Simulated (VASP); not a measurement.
# Na (P6_3/mmc) in VASP: a series of runs, part 2 of 2

VASP 6.6.1. The steps go on from the part before.

## Step 4: Single point, PBEsol (strain +0.025 along x and y, +0.050 along z)

The input, INCAR:

```
SYSTEM = Na
PREC = Accurate
ENCUT = 520
EDIFF = 1E-6
ISMEAR = 0
SIGMA = 0.15
LREAL = .FALSE.
LASPH = .TRUE.
NELM = 100
ALGO = Normal
ISIF = 2
LWAVE = .FALSE.
LCHARG = .TRUE.
GGA = PS
LELF = .TRUE.
LVHAR = .TRUE.
NBANDS = 14
```

The input, KPOINTS:

```
regular mesh
0
G
  12 12 8
  0 0 0
```

The input, POSCAR:

```
Na
1.0
    3.8611760225      0.0000000000      0.0000000000
   -1.9305880113      3.3438765240      0.0000000000
    0.0000000000      0.0000000000      6.4617000000
Na
2
Direct
    0.3333333333      0.6666666667      0.2500000000
    0.6666666667      0.3333333333      0.7500000000
```

Potentials or basis: VASP PAW PBE potentials, release 64 (Na_pv).

Launch:

```
$ cat potpaw_PBE.64/Na_pv/POTCAR > POTCAR
$ mpirun -np 1 vasp_std > vasp.out
```

OUTCAR:

```text
SYSTEM = Na
   PREC = Accurate
   ENCUT = 520
   EDIFF = 1E-6
   ISMEAR = 0
   LREAL = .FALSE.
   LASPH = .TRUE.
   NELM = 100
   ISIF = 2
   GGA = PS

 ion  position               nearest neighbor table
   1  0.333  0.667  0.250-
   2  0.667  0.333  0.750-

  LATTYP: Found a hexagonal cell.
 ALAT       =     3.8611760225
 C/A-ratio  =     1.6735056787

  Lattice vectors:

 A1 = (   3.8611760225,   0.0000000000,   0.0000000000)
 A2 = (  -1.9305880113,   3.3438765240,   0.0000000000)
 A3 = (   0.0000000000,   0.0000000000,   6.4617000000)

Analysis of symmetry for initial positions (statically):
=====================================================================
 Subroutine PRICEL returns:
 Original cell was already a primitive cell.

 Routine SETGRP: Setting up the symmetry group for a
 hexagonal supercell.

 Subroutine GETGRP returns: Found 24 space group operations
 (whereof 12 operations were pure point group operations)
 out of a pool of 24 trial point group operations.

The static configuration has the point symmetry D_3d.
 The point group associated with its full space group is D_6h.

Analysis of symmetry for dynamics (positions and initial velocities):
=====================================================================
 Subroutine PRICEL returns:
 Original cell was already a primitive cell.

 Routine SETGRP: Setting up the symmetry group for a
 hexagonal supercell.

 Subroutine GETGRP returns: Found 24 space group operations
 (whereof 12 operations were pure point group operations)
 out of a pool of 24 trial point group operations.

The dynamic configuration has the point symmetry D_3d.
 The point group associated with its full space group is D_6h.

 Subroutine INISYM returns: Found 24 space group operations
 (whereof 12 operations are pure point group operations),
 and found     1 'primitive' translations

----------------------------------------------------------------------------------------
[... 117 lines left out ...]
   LORBIT       =      0    0 simple, 1 ext, 2 COOP (PROOUT), +10 PAW based schemes
   GGA     = PS    functional components
   LHFCALC =     F    Hartree Fock is set to
   AEXX    =    0.0000 exact exchange contribution
   IVDW    =     0    specifies the selected vdW correction
   LEPSILON=     F    determine dielectric tensor
   LRPA    =     F    only Hartree local field effects (RPA)
 non-spin polarized calculation
 Gauss-broadening in eV      SIGMA  =   0.15
  energy-cutoff  :      520.00
  volume of cell :       83.43
 maximum number of plane-waves:      2268
 NGX is ok and might be reduce to    30
   NGX = 15   NGY = 15   NGZ = 25

 number of electron      13.9999971 magnetization

 Free energy of the ion-electron system (eV)
  ---------------------------------------------------
  ext. energy  EPLUGINS =         0.00000000
  ---------------------------------------------------
  free energy    TOTEN  =        -2.77504141 eV

  energy without entropy =       -2.76471561  energy(sigma->0) =       -2.76987851

 E-fermi :  -0.0175     XC(G=0):  -6.1983

 val. band max:       -0.0821429795   @ k =   0.4167   0.0833   0.1250
 cond. band min:      -0.0066838122   @ k =   0.2500   0.2500   0.3750
 fundamental gap:      0.0754591674
 Fermi energy:        -0.0174545443

 k-point     1 :       0.0000    0.0000    0.0000
  band No.  band energies     occupation
      1     -24.9129      2.00000
      2     -24.8951      2.00000
      3     -24.8951      2.00000
      4     -24.8923      2.00000
      5     -24.8923      2.00000
      6     -24.8915      2.00000
      7      -3.0455      2.00000
      8       0.4336      0.00002
      9       0.7059      0.00000
     10       9.5154      0.00000
     11       9.5154      0.00000
     12       9.7548      0.00000
     13       9.7716      0.00000
     14       9.7716      0.00000
[... 377 lines left out ...]
      1     -24.9100      2.00000
      2     -24.9070      2.00000
      3     -24.9050      2.00000
      4     -24.8991      2.00000
      5     -24.8952      2.00000
      6     -24.8944      2.00000
      7      -1.4690      2.00000
      8       1.1664      0.00000
      9       2.6752      0.00000
     10       3.2686      0.00000
     11       5.4272      0.00000
     12       6.8448      0.00000
     13       7.1054      0.00000
     14       8.2083      0.00000

 [... further k-points ...]
[... 5 lines left out ...]
  --------------------------------------------------------------------------------------
  -------------------------------------------------------------------------------------
  Total       -0.3561064     -0.3561064     -0.5290074      0.0000000      0.0000000      0.0000000
  in kB       -6.8387024     -6.8387024    -10.1591119      0.0000000      0.0000000      0.0000000
  external PRESSURE =      -7.9455056 kB  Pullay stress =       0.0000000 kB

 VOLUME and BASIS-vectors are now :
 -----------------------------------------------------------------------------
  energy-cutoff  :      520.00
  volume of cell :       83.43
      direct lattice vectors                 reciprocal lattice vectors
     3.861176023  0.000000000  0.000000000     0.258988452  0.149527052  0.000000000
    -1.930588011  3.343876524  0.000000000     0.000000000  0.299054105  0.000000000
     0.000000000  0.000000000  6.461700000     0.000000000  0.000000000  0.154758036

 POSITION                                       TOTAL-FORCE (eV/Angst)
 -----------------------------------------------------------------------------------
     -0.00000      2.22925      1.61543         0.000000      0.000000      0.000000
      1.93059      1.11463      4.84628         0.000000     -0.000000      0.000000
 -----------------------------------------------------------------------------------
    total drift:                               -0.000000      0.000000     -0.000000

  FREE ENERGIE OF THE ION-ELECTRON SYSTEM (eV)
  ---------------------------------------------------
  free  energy   TOTEN  =        -2.7750414125 eV

  energy  without entropy=       -2.7647156077  energy(sigma->0) =       -2.76987851
```

stdout:

```text
POSCAR found type information on POSCAR Na
 POSCAR found :  1 types and       2 ions
 scaLAPACK will be used
 -----------------------------------------------------------------------------
|                                                                             |
|                                                                             |
|     You enforced a specific xc type in the INCAR file but a different       |
|     I HOPE YOU KNOW WHAT YOU ARE DOING!                                     |
|                                                                             |
 -----------------------------------------------------------------------------

 LDA part: xc-table for (Slater+PW92), standard interpolation
 POSCAR, INCAR and KPOINTS ok, starting setup
 FFT: planning ... GRIDC
 FFT: planning ... GRID_SOFT
 FFT: planning ... GRID
 WAVECAR not read
 entering main loop
```

It took 30 s on 1 thread of Intel Xeon 6975P-C (Granite Rapids), shared host; peak memory 0.23 GiB.

Results:

```yaml
Free_energy: -2.7750 eV
Pressure: -0.8 GPa
Band_gap_on_the_k_mesh: zero (band 7 reaches 1.97 eV, above the bottom of band 8 at -2.12 eV)
```

Stress tensor (GPa, compression positive):
```
-0.68  0.00  0.00
 0.00 -0.68  0.00
 0.00  0.00 -1.02
```

Caveat: the cell differs from its parent crystal (strain +0.025 along x and y, +0.050 along z); the PAW data sets were made with another functional, which shifts forces and pressure a little.

## Step 5: Single point, PBEsol (strain +0.050 along x and y, +0.025 along z)

The input, INCAR:

```
SYSTEM = Na
ALGO = Normal
EDIFF = 1E-6
ENCUT = 520
GGA = PS
ISIF = 2
ISMEAR = 0
LASPH = .True.
LCHARG = .False.
LREAL = .False.
LWAVE = .False.
NBANDS = 14
NELM = 100
PREC = Accurate
SIGMA = 0.15
```

The input, KPOINTS:

```
k-points
0
Gamma
  12 12 8
  0 0 0
```

The input, POSCAR:

```
Na
1.0
    3.9553510475      0.0000000000      0.0000000000
   -1.9776755237      3.4254344880      0.0000000000
    0.0000000000      0.0000000000      6.3078500000
Na
2
Direct
    0.3333333333      0.6666666667      0.2500000000
    0.6666666667      0.3333333333      0.7500000000
```

Launch:

```
$ cat potpaw_PBE.64/Na_pv/POTCAR > POTCAR
$ mpirun -np 1 vasp_std > vasp.out
```

It took 30 s on 1 thread of Intel Xeon 6975P-C (Granite Rapids), shared host; peak memory 0.24 GiB.

It converged, with:

- Free energy: -2.7656 eV
- Pressure: -0.9 GPa
- Band gap on the k mesh: zero (band 7 reaches 1.81 eV, above the bottom of band 8 at -2.09 eV)

Stress tensor (GPa, compression positive):
```
-0.98  0.00  0.00
 0.00 -0.98  0.00
 0.00  0.00 -0.87
```

Levels at points of the mesh, in eV from the Fermi level:
| k point | band 3 | band 4 | band 5 | band 6 | band 7 | band 8 | band 9 | band 10 | band 11 | band 12 |
| --- | --- | --- | --- | --- | --- | --- | --- | --- | --- | --- |
| (0.00, 0.00, 0.00) | -24.90 | -24.90 | -24.90 | -24.90 | -2.98 | 0.64 | 0.97 | 9.04 | 9.04 | 9.21 |
| (0.50, 0.00, 0.00) | -24.91 | -24.91 | -24.91 | -24.90 | 0.20 | 0.25 | 3.60 | 3.68 | 4.03 | 4.24 |
| (0.00, 0.00, 0.50) | -24.90 | -24.90 | -24.90 | -24.90 | -2.02 | -2.02 | 5.31 | 5.31 | 9.63 | 9.63 |
| (0.50, 0.00, 0.50) | -24.90 | -24.90 | -24.90 | -24.90 | 0.98 | 0.98 | 1.36 | 1.36 | 7.14 | 7.14 |

Caveat: the cell differs from its parent crystal (strain +0.050 along x and y, +0.025 along z); the PAW data sets were made with another functional, which shifts forces and pressure a little.

## Step 6: Summary

| cell | gap on the mesh (eV) | pressure (GPa) |
| --- | --- | --- |
| a = 3.861, b = 3.861, c = 6.308 Å, angles 90.0, 90.0, 120.0°, 2 atoms | none | -0.8 |
| a = 3.955, b = 3.955, c = 6.154 Å, angles 90.0, 90.0, 120.0°, 2 atoms | none | -0.9 |
| a = 3.861, b = 3.861, c = 6.462 Å, angles 90.0, 90.0, 120.0°, 2 atoms | none | -0.8 |
| a = 3.955, b = 3.955, c = 6.308 Å, angles 90.0, 90.0, 120.0°, 2 atoms | none | -0.9 |

Alike in all rows: task single point; level PBEsol; potentials or basis VASP PAW PBE potentials, release 64 (Na_pv); no spin polarisation; k mesh 12 × 12 × 8; cutoff (eV) 520; smearing gaussian 0.15 eV.

Caveats: the PAW data sets were made with another functional, which shifts forces and pressure a little.

Absolute energies hang on the potentials; compare differences alone.
